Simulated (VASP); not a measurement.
Write the native input for VASP 6.6.1 that does the following.

```yaml
Task: single point
Functional: LDA
Potentials_or_basis: VASP PAW LDA potentials, release 64 (Mo_sv, Si)
Cutoff: 500 eV
k_mesh: 8 × 8 × 8
Occupations: gaussian, width 0.1 eV
Spin: no spin polarisation
Dipole_correction: no
Further_INCAR_settings: ALGO = Normal; EDIFF = 1e-06; NBANDS = 18
```

The structure of Si2Mo lies in POSCAR:

```
Si2Mo
1.0
   -1.6025950000      1.6025950000      3.9223050000
    1.6025950000     -1.6025950000      3.9223050000
    1.6025950000      1.6025950000     -3.9223050000
Mo Si
1 2
Direct
    0.0000000000      0.0000000000      0.0000000000
    0.3349700000      0.3349700000      0.0000000000
    0.6650300000      0.6650300000      0.0000000000
```

The input as run:

INCAR

```
PREC = Accurate
ENCUT = 500
EDIFF = 1E-6
ISMEAR = 0
SIGMA = 0.1
LREAL = F
LASPH = T
NELM = 120
ALGO = Normal
ISIF = 2
LWAVE = F
LCHARG = F
GGA = CA
NBANDS = 18
GGA_COMPAT = F
```

KPOINTS

```
Automatic mesh
0
Gamma
  8 8 8
```

Potentials or basis: VASP PAW LDA potentials, release 64 (Mo_sv, Si).

Launch:

```sh
$ cat potpaw_LDA.64/Mo_sv/POTCAR potpaw_LDA.64/Si/POTCAR > POTCAR
$ mpirun -np 1 vasp_std > vasp.out
```

It gave:

| Item | Value |
| --- | --- |
| Pressure | -5.5 GPa |
| Largest force | 0.117 eV/Å |
| Band gap on the k mesh | zero (band 11 reaches 12.66 eV, above the bottom of band 12 at 11.69 eV) |

Wall time 36 s on 1 thread of Intel(R) Xeon(R) Platinum 8375C CPU @ 2.90GHz (Ice Lake), with other jobs on the host, peak memory 0.19 GiB.
